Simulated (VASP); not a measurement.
# ZnS (F-43m) in VASP: a series of runs

The runs below take ZnS through single point, relaxation of cell and atoms, with LDA.

All numbers are computed with VASP 6.6.1; they aren't measurements. Logs are shortened: lines on timing, memory, paths and dates and some standing lists are left out, and cuts for length are marked.

**Measured values to compare with.**

From “Electronic, vibrational, and thermodynamic properties of ZnS (zincblende and rocksalt structure)”, 2009, arxiv:0911.5022, for a bulk crystal of ZnS at 19 K: band gap 3.85 eV (direct).

The results are compared with them further down.

## (1) The cell of the first run

It takes space group F-43m (No. 216, cubic). The conventional cell has a = 4.857 Å, b = 4.857 Å, c = 4.857 Å, α = 90.00°, β = 90.00°, γ = 90.00°. Within 2.8 Å of Zn (site symmetry -43m) lie 4 S at 2.10 Å. S (site symmetry -43m) has 4 Zn at 2.10 Å within 2.8 Å.

## (2) Single point, LDA

Contents of INCAR:

```
SYSTEM = ZnS
PREC     = Accurate       ! precision mode
ENCUT    = 520            ! plane-wave cutoff, eV
EDIFF    = 1E-6           ! SCF threshold, eV
ISMEAR   = 0              ! smearing method
SIGMA    = 0.01           ! smearing width, eV
LREAL    = .False.        ! projectors in reciprocal space
LASPH    = .True.         ! aspherical terms in the spheres
NELM     = 80             ! most SCF steps
ALGO     = Normal         ! electronic algorithm
ISIF     = 2              ! what is computed and relaxed
LWAVE    = .False.        ! write WAVECAR
LCHARG   = .False.        ! write CHGCAR
GGA      = CA             ! functional
NBANDS   = 16             ! bands
```

Contents of KPOINTS:

```
regular mesh
0
Gamma
  10 10 10
  0 0 0
```

Contents of POSCAR:

```
ZnS
1.0
    0.0000000000      2.4286308431      2.4286308431
    2.4286308431      0.0000000000      2.4286308431
    2.4286308431      2.4286308431      0.0000000000
Zn S
1 1
Direct
    0.0000000000      0.0000000000      0.0000000000
    0.7500000000      0.7500000000      0.7500000000
```

Potentials or basis: VASP PAW LDA potentials, release 64 (Zn, S).

Started as:

```sh
$ cat potpaw_LDA.64/Zn/POTCAR potpaw_LDA.64/S/POTCAR > POTCAR
$ mpirun -np 1 vasp_std > vasp.out
```

OUTCAR:

```text
SYSTEM = ZnS
   PREC = Accurate
   ENCUT = 520
   EDIFF = 1E-6
   ISMEAR = 0
   LREAL = .False.
   LASPH = .True.
   NELM = 80
   ISIF = 2
   GGA = CA

 ion  position               nearest neighbor table
   1  0.000  0.000  0.000-   2 2.10   2 2.10   2 2.10   2 2.10
   2  0.750  0.750  0.750-   1 2.10   1 2.10   1 2.10   1 2.10

  LATTYP: Found a face centered cubic cell.
 ALAT       =     4.8572616862

  Lattice vectors:

 A1 = (   0.0000000000,   2.4286308431,   2.4286308431)
 A2 = (   2.4286308431,   0.0000000000,   2.4286308431)
 A3 = (   2.4286308431,   2.4286308431,   0.0000000000)

Analysis of symmetry for initial positions (statically):
=====================================================================
 Subroutine PRICEL returns:
 Original cell was already a primitive cell.

 Routine SETGRP: Setting up the symmetry group for a
 face centered cubic supercell.

 Subroutine GETGRP returns: Found 24 space group operations
 (whereof 24 operations were pure point group operations)
 out of a pool of 48 trial point group operations.

The static configuration has the point symmetry T_d .

Analysis of symmetry for dynamics (positions and initial velocities):
=====================================================================
 Subroutine PRICEL returns:
 Original cell was already a primitive cell.

 Routine SETGRP: Setting up the symmetry group for a
 face centered cubic supercell.

 Subroutine GETGRP returns: Found 24 space group operations
 (whereof 24 operations were pure point group operations)
 out of a pool of 48 trial point group operations.

The dynamic configuration has the point symmetry T_d .

 Subroutine INISYM returns: Found 24 space group operations
 (whereof 24 operations are pure point group operations),
 and found     1 'primitive' translations

----------------------------------------------------------------------------------------

                                     Primitive cell

  volume of cell :      28.6493

  direct lattice vectors                    reciprocal lattice vectors
     0.000000000  2.428630843  2.428630843    -0.205877316  0.205877316  0.205877316
     2.428630843  0.000000000  2.428630843     0.205877316 -0.205877316  0.205877316
     2.428630843  2.428630843  0.000000000     0.205877316  0.205877316 -0.205877316

  length of vectors
     3.434602676  3.434602676  3.434602676     0.356589972  0.356589972  0.356589972

  position of ions in fractional coordinates (direct lattice)
     0.000000000  0.000000000  0.000000000
     0.750000000  0.750000000  0.750000000

  ion indices of the primitive-cell ions
   primitive index   ion index
                 1           1
                 2           2

----------------------------------------------------------------------------------------

 KPOINTS: regular mesh

Automatic generation of k-mesh.
 Grid dimensions read from file:
 generate k-points for:   10   10   10

 Generating k-lattice:

  Cartesian coordinates                     Fractional coordinates (reciprocal lattice)
    -0.020587732  0.020587732  0.020587732     0.100000000  0.000000000  0.000000000
     0.020587732 -0.020587732  0.020587732     0.000000000  0.100000000  0.000000000
     0.020587732  0.020587732 -0.020587732     0.000000000  0.000000000  0.100000000

  Length of vectors
     0.035658997  0.035658997  0.035658997

  Shift w.r.t. Gamma in fractional coordinates (k-lattice)
     0.000000000  0.000000000  0.000000000

 Subroutine IBZKPT returns following result:
 ===========================================

 Found     47 irreducible k-points:

 Following reciprocal coordinates:
            Coordinates               Weight
  0.000000  0.000000  0.000000      1.000000
  0.100000  0.000000  0.000000      8.000000
  0.200000  0.000000  0.000000      8.000000
  0.300000  0.000000  0.000000      8.000000
  0.400000  0.000000  0.000000      8.000000
  0.500000  0.000000  0.000000      4.000000
[... 16 lines left out ...]
  0.300000  0.300000  0.000000      6.000000
  0.400000  0.300000  0.000000     24.000000
 [... further k-points ...]
   k-points           NKPTS =     47   k-points in BZ     NKDIM =     47   number of bands    NBANDS=     16
   number of dos      NEDOS =    301   number of ions     NIONS =      2
   total plane-waves  NPLWV =  21952
   dimension x,y,z NGX =    28 NGY =   28 NGZ =   28
   dimension x,y,z NGXF=    56 NGYF=   56 NGZF=   56
   ions per type =               1   1
   NGX,Y,Z   is equivalent  to a cutoff of  13.55, 13.55, 13.55 a.u.
   NGXF,Y,Z  is equivalent  to a cutoff of  27.11, 27.11, 27.11 a.u.
 SYSTEM =  ZnS
   PREC   = accura    normal or accurate (medium, high low for compatibility)
   ISTART =      0    job   : 0-new  1-cont  2-samecut
   ICHARG =      2    charge: 1-file 2-atom 10-const
   ISPIN  =      1    spin polarized calculation?
   LNONCOLLINEAR =      F non collinear calculations
   LSORBIT =      F    spin-orbit coupling
   LASPH  =      T    aspherical Exc in radial PAW
   ENCUT  =  520.0 eV  38.22 Ry    6.18 a.u.   6.39  6.39  6.39*2*pi/ulx,y,z
   NELM   =     80;   NELMIN=  2; NELMDL= -5     # of ELM steps
   EDIFF  = 0.1E-05   stopping-criterion for ELM
   LREAL  =      F    real-space projection
   EDIFFG = 0.1E-04   stopping-criterion for IOM
   NSW    =      0    number of steps for IOM
   IBRION =     -1    ionic relax: 0-MD 1-quasi-New 2-CG
   NFREE  =      0    steps in history (QN), initial steepest desc. (CG)
   ISIF   =      2    stress and relaxation
   ISYM   =      2    0-nonsym 1-usesym 2-fastsym
   POTIM  = 0.5000    time-step for ionic-motion
   TEBEG  =    0.0;   TEEND  =   0.0 temperature during run
   PSTRESS=    0.0 pullay stress
   NELECT =      18.0000    total number of electrons
   NUPDOWN=      -1.0000    fix difference up-down
   EMIN   =  10.00;   EMAX   =-10.00  energy-range for DOS
   EFERMI =   0.00;   METHOD = LEGACY
   ISMEAR =     0;   SIGMA  =   0.01  broadening in eV -4-tet -1-fermi 0-gaus
   EFERMI_NEDOS =   21; number of points for ismear=-14 and -15
   IALGO  =     38    algorithm
   IMIX   =      4    mixing-type and parameters
     AMIX     =   0.40;   BMIX     =  1.00
     AMIX_MAG =   1.60;   BMIX_MAG =  1.00
  volume/ion in A,a.u.               =      14.32        96.67
  Fermi-wavevector in a.u.,A,eV,Ry     =   1.402149  2.649677 26.749350  1.966022
  Thomas-Fermi vector in A             =   2.524939
   LORBIT       =      0    0 simple, 1 ext, 2 COOP (PROOUT), +10 PAW based schemes
   GGA     = CA    functional components
   LHFCALC =     F    Hartree Fock is set to
   AEXX    =    0.0000 exact exchange contribution
   IVDW    =     0    specifies the selected vdW correction
   LEPSILON=     F    determine dielectric tensor
   LRPA    =     F    only Hartree local field effects (RPA)
 non-spin polarized calculation
 Gauss-broadening in eV      SIGMA  =   0.01
  energy-cutoff  :      520.00
  volume of cell :       28.65
 maximum number of plane-waves:       785
 NGX is ok and might be reduce to    28
   NGX = 13   NGY = 13   NGZ = 13

 number of electron      18.0000000 magnetization

 Free energy of the ion-electron system (eV)
  ---------------------------------------------------
  ext. energy  EPLUGINS =         0.00000000
  ---------------------------------------------------
  free energy    TOTEN  =        -7.34473567 eV

  energy without entropy =       -7.34473567  energy(sigma->0) =       -7.34473567

 E-fermi :   5.6725     XC(G=0): -11.5826

 val. band max:        5.5903013123   @ k =   0.0000   0.0000   0.0000
 cond. band min:       7.9252563266   @ k =   0.5000   0.5000   0.0000
 fundamental gap:      2.3349550143
 Fermi energy:         5.6725345345

 k-point     1 :       0.0000    0.0000    0.0000
  band No.  band energies     occupation
      1     -10.3265      2.00000
      2      -2.8049      2.00000
      3      -2.8049      2.00000
      4      -2.8049      2.00000
      5      -1.8885      2.00000
      6      -1.8885      2.00000
[... 8 lines left out ...]
     15      17.6280      0.00000
     16      18.9230      0.00000

 k-point     2 :       0.1000    0.0000    0.0000
  band No.  band energies     occupation
      1     -10.2011      2.00000
      2      -2.8258      2.00000
      3      -2.7801      2.00000
      4      -2.7801      2.00000
      5      -1.8922      2.00000
      6      -1.8922      2.00000
[... 8 lines left out ...]
     15      17.0252      0.00000
     16      19.3288      0.00000

 k-point     3 :       0.2000    0.0000    0.0000
  band No.  band energies     occupation
      1      -9.8476      2.00000
      2      -2.8639      2.00000
      3      -2.7195      2.00000
      4      -2.7195      2.00000
      5      -1.8941      2.00000
      6      -1.8941      2.00000
[... 8 lines left out ...]
     15      16.4917      0.00000
     16      18.7541      0.00000

 k-point     4 :       0.3000    0.0000    0.0000
  band No.  band energies     occupation
      1      -9.3462      2.00000
      2      -2.8483      2.00000
      3      -2.6571      2.00000
      4      -2.6571      2.00000
      5      -1.8764      2.00000
      6      -1.8764      2.00000
[... 8 lines left out ...]
     15      17.0555      0.00000
     16      18.2636      0.00000
[... 324 lines left out ...]
 k-point    22 :      -0.2000    0.2000    0.0000
  band No.  band energies     occupation
      1      -9.1772      2.00000
      2      -2.8292      2.00000
      3      -2.6402      2.00000
      4      -2.6035      2.00000
      5      -1.9448      2.00000
      6      -1.8105      2.00000
[... 8 lines left out ...]
     15      19.6726      0.00000
     16      21.2841      0.00000

 k-point    23 :       0.3000    0.3000    0.0000
  band No.  band energies     occupation
      1      -9.0133      2.00000
      2      -3.0941      2.00000
      3      -2.4502      2.00000
      4      -2.4502      2.00000
      5      -1.9975      2.00000
      6      -1.7788      2.00000
[... 8 lines left out ...]
     15      18.7574      0.00000
     16      24.1697      0.00000

 k-point    24 :       0.4000    0.3000    0.0000
  band No.  band energies     occupation
      1      -8.6339      2.00000
      2      -3.0967      2.00000
      3      -2.3671      2.00000
      4      -2.3651      2.00000
      5      -1.9088      2.00000
      6      -1.7620      2.00000
[... 8 lines left out ...]
     15      19.5085      0.00000
     16      23.5122      0.00000

 [... further k-points ...]

------------------------ aborting loop because EDIFF is reached ----------------------------------------

  FORCE on cell =-STRESS in cart. coord.  units (eV):
  Direction    XX          YY          ZZ          XY          YZ          ZX
  --------------------------------------------------------------------------------------
  -------------------------------------------------------------------------------------
  Total        7.2676111      7.2676111      7.2676111      0.0000000      0.0000000      0.0000000
  in kB      406.4318630    406.4318630    406.4318630      0.0000000      0.0000000      0.0000000
  external PRESSURE =     406.4318630 kB  Pullay stress =       0.0000000 kB

 VOLUME and BASIS-vectors are now :
 -----------------------------------------------------------------------------
  energy-cutoff  :      520.00
  volume of cell :       28.65
      direct lattice vectors                 reciprocal lattice vectors
     0.000000000  2.428630843  2.428630843    -0.205877316  0.205877316  0.205877316
     2.428630843  0.000000000  2.428630843     0.205877316 -0.205877316  0.205877316
     2.428630843  2.428630843  0.000000000     0.205877316  0.205877316 -0.205877316

 POSITION                                       TOTAL-FORCE (eV/Angst)
 -----------------------------------------------------------------------------------
      0.00000      0.00000      0.00000        -0.000000     -0.000000      0.000000
      3.64295      3.64295      3.64295         0.000000      0.000000     -0.000000
 -----------------------------------------------------------------------------------
    total drift:                               -0.000001     -0.000001     -0.000001

  FREE ENERGIE OF THE ION-ELECTRON SYSTEM (eV)
  ---------------------------------------------------
  free  energy   TOTEN  =        -7.3447356683 eV

  energy  without entropy=       -7.3447356683  energy(sigma->0) =       -7.34473567
```

Run time: 19 s. Hardware: 1 thread of Intel Xeon 8259CL, shared host; peak memory 0.15 GiB.

What came out:

```
Free energy            : -7.3447 eV
Pressure               : 40.6 GPa
Band gap on the k mesh : 2.33 eV (least direct gap 3.42 eV)
```

Levels at points of the mesh, in eV from the valence-band top:
```csv
k point,band 6,band 7,band 8,band 9,band 10,band 11,band 12,band 13
"(0.00, 0.00, 0.00)",-7.48,0.00,0.00,0.00,3.42,5.80,5.80,5.80
"(0.50, 0.00, 0.00)",-7.41,-7.04,-1.46,-1.46,3.65,6.39,6.39,9.51
"(0.50, 0.50, 0.00)",-7.14,-6.14,-3.67,-3.67,2.33,3.47,13.48,13.98
```

Caveat: the cell stands under pressure.

## (3) Relaxation of cell and atoms, LDA, target pressure 40 GPa, at which the enthalpy is minimised

This run uses another cell than the first one, of 18.57 Å³/atom.

Contents of INCAR:

```
ALGO = Normal ; EDIFF = 1E-6
EDIFFG = -0.001 ; ENCUT = 600
GGA = CA ; IBRION = 2
ISIF = 3 ; ISMEAR = 0
LASPH = T ; LCHARG = F
LREAL = F ; LWAVE = F
NELM = 100 ; NSW = 80
PREC = Accurate ; PSTRESS = 400.0
SIGMA = 0.01
```

Contents of KPOINTS:

```
k-points
0
Gamma
  10 10 10
```

Contents of POSCAR:

```
ZnS
1.0
    0.0000000000      2.6483447004      2.6483447004
    2.6483447004      0.0000000000      2.6483447004
    2.6483447004      2.6483447004      0.0000000000
Zn S
1 1
Direct
    0.0000000000      0.0000000000      0.0000000000
    0.7500000000      0.7500000000      0.7500000000
```

Potentials or basis: VASP PAW LDA potentials, release 64 (Zn, S).

Started as:

```sh
$ cat potpaw_LDA.64/Zn/POTCAR potpaw_LDA.64/S/POTCAR > POTCAR
$ mpirun -np 1 vasp_std > vasp.out
```

Run time: 3.4 min. Hardware: 1 thread of Intel Xeon 8259CL, shared host; peak memory 0.18 GiB.

Results (log left out):

```
Free energy                                                : -7.3670 eV
Relaxed volume                                             : 14.36 Å³/atom
Relaxed cell                                               : a = 3.438 Å, b = 3.438 Å, c = 3.438 Å, α = 60.00°, β = 60.00°, γ = 60.00°
Space group after relaxing (to 0.1 Å)                      : F-43m (No. 216)
Energy change on relaxing (the run minimises the enthalpy) : +420.5 meV/atom
Ionic steps                                                : 9
Pressure after relaxing                                    : 40.0 GPa
Band gap on the k mesh                                     : 2.34 eV (least direct gap 3.41 eV)
```

The path:
```csv
step,energy change (eV),largest force (eV/Å),pressure (GPa),volume (Å³)
1,0.0000,0.0000,0.27,37.15
2,10.8376,0.0000,346.98,17.48
3,0.5822,0.0000,30.74,29.90
4,0.7321,0.0000,36.27,29.19
5,0.8387,0.0000,39.91,28.74
6,0.8777,0.0000,41.26,28.59
7,0.7768,0.0000,37.80,28.99
8,0.8403,0.0000,39.99,28.73
9,0.8411,0.0000,40.01,28.73
```

Final structure:
```
Zn S
1.0
     0.00000    2.43090    2.43090
     2.43090    0.00000    2.43090
     2.43090    2.43090    0.00000
Zn S
1 1
Cartesian
  0.0000 0.0000 0.0000
  3.6464 3.6464 3.6464
```

Levels at points of the mesh, in eV from the valence-band top:
```
           k point  band 7  band 8  band 9  band 10  band 11  band 12
(0.00, 0.00, 0.00)    0.00    0.00    0.00     3.41     5.80     5.80
(0.50, 0.00, 0.00)   -7.03   -1.45   -1.45     3.65     6.40     6.40
(0.50, 0.50, 0.00)   -6.13   -3.65   -3.65     2.34     3.48    13.45
```

Caveat: the cell is relaxed towards a set pressure, so the run minimises the enthalpy, not the energy; the volume moved by over 15 % at a fixed basis, so the end points are rough. A k mesh can miss the band edges.

[end of part 1 of 2]
